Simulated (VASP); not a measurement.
## AlCo: relaxation of cell and atoms with PBEsol

The system is AlCo.

```
CELL_PARAMETERS angstrom
2.81940 0.00000 0.00000
0.00000 2.81940 0.00000
0.00000 0.00000 2.81940
ATOMIC_POSITIONS crystal
Al 0.00000 0.00000 0.00000
Co 0.50000 0.50000 0.50000
```

* Program: VASP 6.6.1
* Task: relaxation of cell and atoms
* Functional: PBEsol
* Potentials or basis: VASP PAW PBE potentials, release 64 (Al, Co)
* Cutoff: 600 eV
* k mesh: 12 × 12 × 12
* Occupations: fermi-dirac, width 0.1 eV
* Spin: no spin polarisation
* Dipole correction: no
* Further INCAR settings: ALGO = Normal; EDIFF = 1e-06; IBRION = 2; EDIFFG = -0.002; NSW = 100; ISIF = 3

* Relaxed volume: 11.26 Å³/atom
* Relaxed cell: a = 2.824 Å, b = 2.824 Å, c = 2.824 Å, α = 90.00°, β = 90.00°, γ = 90.00°
* Space group after relaxing (to 0.05 Å): Pm-3m (No. 221)
* Energy gained by relaxing: 0.1 meV/atom
* Ionic steps: 3
* Pressure after relaxing: 0.0 GPa
* Band gap on the k mesh: zero (band 6 reaches 13.19 eV, above the bottom of band 7 at 10.56 eV)

The path:
```csv
step,energy change (eV),largest force (eV/Å),pressure (GPa),volume (Å³)
1,0.0000,0.0000,0.89,22.41
2,0.0000,0.0000,-0.87,22.61
3,-0.0003,0.0000,0.01,22.51
```

Final structure:
```
Al Co
1.0
     2.82365    0.00000    0.00000
     0.00000    2.82365    0.00000
     0.00000    0.00000    2.82365
Al Co
1 1
Direct
  0.00000 0.00000 0.00000
  0.50000 0.50000 0.50000
```

Levels at points of the mesh, in eV from the Fermi level:
```
           k point  band 2  band 3  band 4  band 5  band 6  band 7  band 8  band 9  band 10
(0.00, 0.00, 0.00)   -3.06   -3.06   -0.80   -0.80   -0.80    6.15    6.15    6.15     8.92
(0.50, 0.00, 0.00)   -6.73   -2.45   -1.71   -1.71   -0.69    0.22    8.50   10.78    10.78
(0.50, 0.50, 0.00)   -3.15   -2.68   -2.68   -1.50   -1.50   -0.22    2.53    3.71    13.13
(0.50, 0.50, 0.50)   -4.01   -4.01   -0.18   -0.18    2.41    2.41    2.41    4.45     5.57
```

It took 12 s on 1 thread of Intel(R) Xeon(R) 6975P-C (Granite Rapids), on a shared host, peak memory 0.16 GiB.

Caveat: the PAW data sets were made with another functional, which shifts forces and pressure a little. Spin polarisation is off, so any magnetic state and its effect on volume and gap are missing.
